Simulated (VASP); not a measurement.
# CdSe (Fm-3m) in VASP: notebook, part 2 of 2

VASP 6.6.1.

## (5) Single point, PBEsol

This run uses another cell than the first one, of 23.74 Å³/atom, 0.962 times its volume.

Contents of INCAR:

```
ALGO = Normal
EDIFF = 1E-6
ENCUT = 520
GGA = PS
ISIF = 2
ISMEAR = -1
LASPH = T
LCHARG = T
LELF = T
LREAL = F
LVHAR = T
LWAVE = F
NBANDS = 16
NELM = 60
PREC = Accurate
SIGMA = 0.05
```

Contents of KPOINTS:

```
k-points
0
Gamma
  8 8 8
```

Contents of POSCAR:

```
CdSe
1.0
    0.0000000000      2.8739580000      2.8739580000
    2.8739580000      0.0000000000      2.8739580000
    2.8739580000      2.8739580000      0.0000000000
Cd Se
1 1
Direct
    0.0000000000      0.0000000000      0.0000000000
    0.5000000000      0.5000000000      0.5000000000
```

Potentials or basis: VASP PAW PBE potentials, release 64 (Cd, Se).

On the command line:

```sh
$ cat potpaw_PBE.64/Cd/POTCAR potpaw_PBE.64/Se/POTCAR > POTCAR
$ mpirun -np 1 vasp_std > vasp.out
```

OUTCAR:

```text
EDIFF = 1E-6
   ENCUT = 520
   GGA = PS
   ISIF = 2
   ISMEAR = -1
   LASPH = T
   LREAL = F
   NELM = 60
   PREC = Accurate

 ion  position               nearest neighbor table
   1  0.000  0.000  0.000-   2 2.87   2 2.87   2 2.87   2 2.87   2 2.87   2 2.87
   2  0.500  0.500  0.500-   1 2.87   1 2.87   1 2.87   1 2.87   1 2.87   1 2.87

  LATTYP: Found a face centered cubic cell.
 ALAT       =     5.7479160000

  Lattice vectors:

[... 639 lines left out ...]

 [... further k-points ...]

------------------------ aborting loop because EDIFF is reached ----------------------------------------

  FORCE on cell =-STRESS in cart. coord.  units (eV):
  Direction    XX          YY          ZZ          XY          YZ          ZX
  --------------------------------------------------------------------------------------
  -------------------------------------------------------------------------------------
  Total       -1.0347658     -1.0347658     -1.0347658      0.0000000      0.0000000     -0.0000000
  in kB      -34.9205763    -34.9205763    -34.9205763      0.0000000      0.0000000     -0.0000000
  external PRESSURE =     -34.9205763 kB  Pullay stress =       0.0000000 kB

 VOLUME and BASIS-vectors are now :
 -----------------------------------------------------------------------------
  energy-cutoff  :      520.00
  volume of cell :       47.48
      direct lattice vectors                 reciprocal lattice vectors
     0.000000000  2.873958000  2.873958000    -0.173976098  0.173976098  0.173976098
     2.873958000  0.000000000  2.873958000     0.173976098 -0.173976098  0.173976098
     2.873958000  2.873958000  0.000000000     0.173976098  0.173976098 -0.173976098

 POSITION                                       TOTAL-FORCE (eV/Angst)
 -----------------------------------------------------------------------------------
      0.00000      0.00000      0.00000         0.000000     -0.000000     -0.000000
      2.87396      2.87396      2.87396        -0.000000      0.000000      0.000000
 -----------------------------------------------------------------------------------
    total drift:                               -0.000000      0.000000      0.000000

  FREE ENERGIE OF THE ION-ELECTRON SYSTEM (eV)
  ---------------------------------------------------
  free  energy   TOTEN  =        -5.9615347645 eV

  energy  without entropy=       -5.9584991651  energy(sigma->0) =       -5.96001696
```

OSZICAR:

```text
N       E                     dE             d eps       ncg     rms          rms(c)
DAV:   1     0.101432417202E+03    0.10143E+03   -0.91525E+03   976   0.103E+03
DAV:   2    -0.278862895283E+01   -0.10422E+03   -0.98664E+02  1096   0.248E+02
DAV:   3    -0.637577496235E+01   -0.35871E+01   -0.35808E+01  1144   0.471E+01
DAV:   4    -0.638661372594E+01   -0.10839E-01   -0.10838E-01  1128   0.258E+00
DAV:   5    -0.638665977656E+01   -0.46051E-04   -0.46050E-04  1176   0.150E-01    0.503E+00
DAV:   6    -0.598893556747E+01    0.39772E+00   -0.63186E-01  1216   0.988E+00    0.441E+00
DAV:   7    -0.596436174606E+01    0.24574E-01   -0.10413E-01  1064   0.233E+00    0.219E+00
DAV:   8    -0.596171071983E+01    0.26510E-02   -0.11399E-02  1080   0.127E+00    0.184E-01
DAV:   9    -0.596153275270E+01    0.17797E-03   -0.10261E-03  1168   0.397E-01    0.358E-02
DAV:  10    -0.596152894664E+01    0.38061E-05   -0.12169E-04  1048   0.144E-01    0.339E-02
DAV:  11    -0.596153480871E+01   -0.58621E-05   -0.12559E-05  1096   0.339E-02    0.156E-02
DAV:  12    -0.596153476451E+01    0.44204E-07   -0.40846E-07   616   0.773E-03
   1 F= -.59615348E+01 E0= -.59600170E+01  d E =-.303560E-02
```

stdout:

```text
POSCAR found type information on POSCAR CdSe
 POSCAR found :  2 types and       2 ions
 scaLAPACK will be used
 -----------------------------------------------------------------------------
|                                                                             |
|                                                                             |
|     You enforced a specific xc type in the INCAR file but a different       |
|     I HOPE YOU KNOW WHAT YOU ARE DOING!                                     |
|                                                                             |
 -----------------------------------------------------------------------------

 LDA part: xc-table for (Slater+PW92), standard interpolation
 POSCAR, INCAR and KPOINTS ok, starting setup
 FFT: planning ... GRIDC
 FFT: planning ... GRID_SOFT
 FFT: planning ... GRID
 WAVECAR not read
 entering main loop
```

Wall time 11 s (1 thread of AMD EPYC 9R45 (Zen 5), shared host); peak memory 0.15 GiB.

Results:

```
Free energy            : -5.9615 eV
Pressure               : -3.5 GPa
Band gap on the k mesh : zero (band 9 reaches 2.12 eV, above the bottom of band 10 at 1.59 eV)
```

Levels at points of the mesh, in eV from the Fermi level:
```csv
k point,band 7,band 8,band 9,band 10,band 11,band 12
"(0.00, 0.00, 0.00)",-0.70,-0.70,-0.70,-0.12,8.49,8.49
"(0.50, 0.00, 0.00)",-5.06,-0.13,-0.13,2.80,5.09,5.09
"(0.50, 0.50, 0.00)",-4.22,-2.16,-2.16,-0.63,5.27,9.51
```

Caveat: the PAW data sets were made with another functional, which shifts forces and pressure a little.

## (6) Summary

| level | potentials or basis | cell | gap on the mesh (eV) | pressure (GPa) |
| --- | --- | --- | --- | --- |
| PBEsol | VASP PAW PBE potentials, release 64 (Cd, Se) | a = 4.118 Å, angles 60.0°, 2 atoms | none | -5.4 |
| LDA | VASP PAW LDA potentials, release 64 (Cd, Se) | a = 4.144 Å, angles 60.0°, 2 atoms | none | -8.1 |
| LDA | VASP PAW LDA potentials, release 64 (Cd, Se) | a = 4.064 Å, angles 60.0°, 2 atoms | none | -5.6 |
| PBEsol | VASP PAW PBE potentials, release 64 (Cd, Se) | a = 4.064 Å, angles 60.0°, 2 atoms | none | -3.5 |

Alike in all rows: task single point; no spin polarisation; k mesh 8 × 8 × 8; cutoff (eV) 520; smearing fermi-dirac 0.05 eV.

Caveats: the PAW data sets were made with another functional, which shifts forces and pressure a little (some runs).

Absolute energies hang on the potentials; compare differences alone.
